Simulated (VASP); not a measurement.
# Ge (Cmmm) in VASP: notebook, part 2 of 2

VASP 6.6.1. The steps go on from the part before.

### 3 Single point, PBE, non-collinear spin, zero start, spin-orbit coupling

Input file INCAR:

```
PREC = Accurate
ENCUT = 500
EDIFF = 1E-6
ISMEAR = -1
SIGMA = 0.05
LREAL = F
LASPH = T
NELM = 200
ALGO = Normal
ISIF = 2
LWAVE = F
LCHARG = F
LNONCOLLINEAR = T
MAGMOM = 0 0 0
LORBIT = 11
LSORBIT = T
GGA_COMPAT = F
LORBMOM = T
GGA = PE
NBANDS = 25
```

Input file KPOINTS:

```
regular mesh
0
Gamma
  8 8 7
```

Input file POSCAR:

```
Ge
1.0
    1.3971490000     -2.6005160000      0.0000000000
    1.3971490000      2.6005160000      0.0000000000
    0.0000000000      0.0000000000      2.6982310000
Ge
1
Direct
    0.5000000000      0.5000000000      0.0000000000
```

Potentials or basis: VASP PAW PBE potentials, release 64 (Ge_d).

The run is started by

```console
cat potpaw_PBE.64/Ge_d/POTCAR > POTCAR
mpirun -np 1 vasp_ncl > vasp.out
```

OUTCAR:

```text
PREC = Accurate
   ENCUT = 500
   EDIFF = 1E-6
   ISMEAR = -1
   LREAL = F
   LASPH = T
   NELM = 200
   ISIF = 2
   LNONCOLLINEAR = T
   LORBIT = 11
   LSORBIT = T
   GGA = PE

 ion  position               nearest neighbor table
   1  0.500  0.500  0.000-

  LATTYP: Found a base centered orthorhombic cell.
 ALAT       =     2.7942980000
 B/A-ratio  =     1.8613018368
 C/A-ratio  =     0.9656203454

  Lattice vectors:

 A1 = (   1.3971490000,  -2.6005160000,   0.0000000000)
 A2 = (   1.3971490000,   2.6005160000,   0.0000000000)
 A3 = (   0.0000000000,   0.0000000000,   2.6982310000)

Analysis of symmetry for initial positions (statically):
=====================================================================
 Subroutine PRICEL returns:
 Original cell was already a primitive cell.

 Routine SETGRP: Setting up the symmetry group for a
 base centered orthorhombic supercell.

 Subroutine GETGRP returns: Found  8 space group operations
 (whereof  8 operations were pure point group operations)
 out of a pool of  8 trial point group operations.

The static configuration has the point symmetry D_2h.

Analysis of symmetry for dynamics (positions and initial velocities):
=====================================================================
 Subroutine PRICEL returns:
 Original cell was already a primitive cell.

 Routine SETGRP: Setting up the symmetry group for a
 base centered orthorhombic supercell.

 Subroutine GETGRP returns: Found  8 space group operations
 (whereof  8 operations were pure point group operations)
 out of a pool of  8 trial point group operations.

The dynamic configuration has the point symmetry D_2h.

Analysis of structural, dynamic, and magnetic symmetry:
=====================================================================
 Subroutine PRICEL returns:
[... 845 lines left out ...]
  Total        0.0873194     -0.4298617      0.0223507      0.0000000      0.0000000      0.0000000
  in kB        7.1352633    -35.1259406      1.8263806      0.0000000      0.0000000      0.0000000
  external PRESSURE =      -8.7214322 kB  Pullay stress =       0.0000000 kB

 VOLUME and BASIS-vectors are now :
 -----------------------------------------------------------------------------
  energy-cutoff  :      500.00
  volume of cell :       19.61
      direct lattice vectors                 reciprocal lattice vectors
     1.397149000 -2.600516000  0.000000000     0.357871637 -0.192269534  0.000000000
     1.397149000  2.600516000  0.000000000     0.357871637  0.192269534  0.000000000
     0.000000000  0.000000000  2.698231000     0.000000000  0.000000000  0.370613191

 POSITION                                       TOTAL-FORCE (eV/Angst)
 -----------------------------------------------------------------------------------
      1.39715      0.00000      0.00000         0.000000     -0.000000      0.000000
 -----------------------------------------------------------------------------------
    total drift:                               -0.000000     -0.000000     -0.000000

  FREE ENERGIE OF THE ION-ELECTRON SYSTEM (eV)
  ---------------------------------------------------
  free  energy   TOTEN  =        -4.2698756087 eV

  energy  without entropy=       -4.2639576284  energy(sigma->0) =       -4.26691662

 orbital moment (x)

 # of ion     p       d       tot
 ----------------------------------------
  1         0.000   0.000   0.000
 ----------------------------------------
            0.000   0.000   0.000

 orbital moment (y)

 # of ion     p       d       tot
 ----------------------------------------
  1         0.000   0.000   0.000
 ----------------------------------------
            0.000   0.000   0.000

 orbital moment (z)

 # of ion     p       d       tot
 ----------------------------------------
  1         0.000  -0.000  -0.000
 ----------------------------------------
            0.000  -0.000  -0.000

 Spin-Orbit-Coupling matrix elements

 Ion:    1  E_soc:     -0.0179489
 l=   1
     0.0000000    -0.0020970    -0.0019898
    -0.0020970     0.0000000    -0.0021015
    -0.0019898    -0.0021015     0.0000000
 l=   2
     0.0000000    -0.0001869     0.0000000    -0.0001874    -0.0007423
    -0.0001869     0.0000000    -0.0005525    -0.0001892    -0.0001864
     0.0000000    -0.0005525     0.0000000    -0.0005553     0.0000000
    -0.0001874    -0.0001892    -0.0005553     0.0000000    -0.0001863
    -0.0007423    -0.0001864     0.0000000    -0.0001863     0.0000000
 l=   3
     0.0000000     0.0000000     0.0000000     0.0000000     0.0000000     0.0000000     0.0000000
     0.0000000     0.0000000     0.0000000     0.0000000     0.0000000     0.0000000     0.0000000
     0.0000000     0.0000000     0.0000000     0.0000000     0.0000000     0.0000000     0.0000000
     0.0000000     0.0000000     0.0000000     0.0000000     0.0000000     0.0000000     0.0000000
     0.0000000     0.0000000     0.0000000     0.0000000     0.0000000     0.0000000     0.0000000
     0.0000000     0.0000000     0.0000000     0.0000000     0.0000000     0.0000000     0.0000000
     0.0000000     0.0000000     0.0000000     0.0000000     0.0000000     0.0000000     0.0000000

 total charge

# of ion       s       p       d       tot
------------------------------------------
    1        1.225   0.971  10.019  12.215

 magnetization (x)

# of ion       s       p       d       tot
------------------------------------------
    1        0.000   0.000   0.000   0.000

 magnetization (y)

# of ion       s       p       d       tot
------------------------------------------
    1        0.000   0.000   0.000   0.000

 magnetization (z)

# of ion       s       p       d       tot
------------------------------------------
    1        0.000  -0.000  -0.000  -0.000
```

OSZICAR:

```text
N       E                     dE             d eps       ncg     rms          rms(c)
DAV:   1     0.892264293697E+02    0.89226E+02   -0.64354E+03  5359   0.309E+03
DAV:   2     0.841060934252E+01   -0.80816E+02   -0.76947E+02  4328   0.541E+02
DAV:   3    -0.394168675795E+01   -0.12352E+02   -0.12248E+02  4773   0.118E+02
DAV:   4    -0.427501216836E+01   -0.33333E+00   -0.33297E+00  4777   0.220E+01
DAV:   5    -0.427939668955E+01   -0.43845E-02   -0.43843E-02  4998   0.270E+00    0.130E+00
DAV:   6    -0.427244103918E+01    0.69557E-02   -0.75673E-03  5846   0.198E+00    0.734E-01
DAV:   7    -0.426992174377E+01    0.25193E-02   -0.56503E-03  6084   0.157E+00    0.134E-01
DAV:   8    -0.426987645121E+01    0.45293E-04   -0.55237E-04  5154   0.390E-01    0.710E-02
DAV:   9    -0.426987637535E+01    0.75862E-07   -0.11742E-04  5786   0.258E-01    0.187E-02
DAV:  10    -0.426987577328E+01    0.60206E-06   -0.10542E-05  5611   0.695E-02    0.516E-03
DAV:  11    -0.426987560865E+01    0.16463E-06   -0.37521E-07  3267   0.792E-03
   1 F= -.42698756E+01 E0= -.42669166E+01  d E =-.591798E-02  mag=    -0.0000     0.0000     0.0000
```

stdout:

```text
POSCAR found type information on POSCAR Ge
 POSCAR found :  1 types and       1 ions
 scaLAPACK will be used
 LDA part: xc-table for (Slater+PW92), standard interpolation
 POSCAR, INCAR and KPOINTS ok, starting setup
 FFT: planning ... GRIDC
 FFT: planning ... GRID_SOFT
 FFT: planning ... GRID
 WAVECAR not read
 entering main loop
```

Wall time 76 s (1 thread of AMD EPYC 7R43 (Zen 3), shared host); peak memory 0.17 GiB.

What came out:

```yaml
Free_energy: -4.2699 eV
Pressure: -0.9 GPa
Net_moment: 0.00 μB per cell
Valence_electrons_inside_the_program's_atomic_spheres: Ge 12.21
```

Stress tensor (GPa, compression positive):
```
 0.71  0.00  0.00
 0.00 -3.51  0.00
 0.00  0.00  0.18
```

Moments on the atoms (μB; x, y, z):
```
Ge  0.00 0.00 0.00
```

### 4 Single point, PBE0, non-collinear spin, zero start, spin-orbit coupling

POSCAR is that of step 3.

Input file INCAR.step1:

```
ALGO = Normal
EDIFF = 1E-5
ENCUT = 520
GGA = PE
GGA_COMPAT = False
ISIF = 2
ISMEAR = -1
LASPH = True
LCHARG = False
LNONCOLLINEAR = True
LORBIT = 11
LORBMOM = True
LREAL = False
LSORBIT = True
LWAVE = True
MAGMOM = 0 0 0
NBANDS = 25
NELM = 150
PREC = Accurate
SIGMA = 0.05
```

Input file INCAR.step2:

```
AEXX = 0.25
ALGO = Normal
EDIFF = 1E-6
ENCUT = 520
GGA = PE
GGA_COMPAT = False
ISIF = 2
ISMEAR = -1
ISTART = 1
LASPH = True
LCHARG = False
LHFCALC = True
LNONCOLLINEAR = True
LORBIT = 11
LORBMOM = True
LREAL = False
LSORBIT = True
LWAVE = False
MAGMOM = 0 0 0
NBANDS = 25
NELM = 150
PREC = Accurate
PRECFOCK = Normal
SIGMA = 0.05
```

Input file KPOINTS:

```
k-points
0
Gamma
  5 5 4
```

The run is started by

```console
cat potpaw_PBE.64/Ge_d/POTCAR > POTCAR
cp INCAR.step1 INCAR
mpirun -np 1 vasp_ncl > vasp.out
cp INCAR.step2 INCAR
mpirun -np 1 vasp_ncl > vasp.out
```

Run time: 68 min. Hardware: 1 thread of Oxide Virtual Turin-like, shared host; peak memory 0.17 GiB.

It converged, with:

```
Free energy                                           : -5.4005 eV
Pressure                                              : 0.3 GPa
Net moment                                            : 0.02 μB per cell
Valence electrons inside the program's atomic spheres : Ge 12.24
```

Stress tensor (GPa, compression positive):
```
  6.41   0.00   0.00
  0.00   6.81   0.00
  0.00   0.00 -12.43
```

Moments on the atoms (μB; x, y, z):
```
Ge  0.00 0.00 0.00
```

Caveat: the k points lie up to 0.58 Å⁻¹ apart; the PAW data sets were made with another functional, which shifts forces and pressure a little.

### 5 Overview

```tsv
level	k mesh	cutoff (eV)	grid for exact exchange (PRECFOCK)	share of exact exchange	pressure (GPa)	moment (μB)
r2SCAN	8 × 8 × 7	520	-	-	-3.0	0.00
PBE	8 × 8 × 7	500	-	-	-0.9	0.00
PBE0	5 × 5 × 4	520	Normal	0.25	0.3	0.02
```

Alike in all rows: task single point; potentials or basis VASP PAW PBE potentials, release 64 (Ge_d); spin non-collinear, zero start, SOC; cell as given; smearing fermi-dirac 0.05 eV.

Caveats: some runs use coarse meshes; the PAW data sets were made with another functional, which shifts forces and pressure a little (at least some runs); the cell stands under tension (at least some runs).

Absolute energies hang on the potentials; compare differences alone.
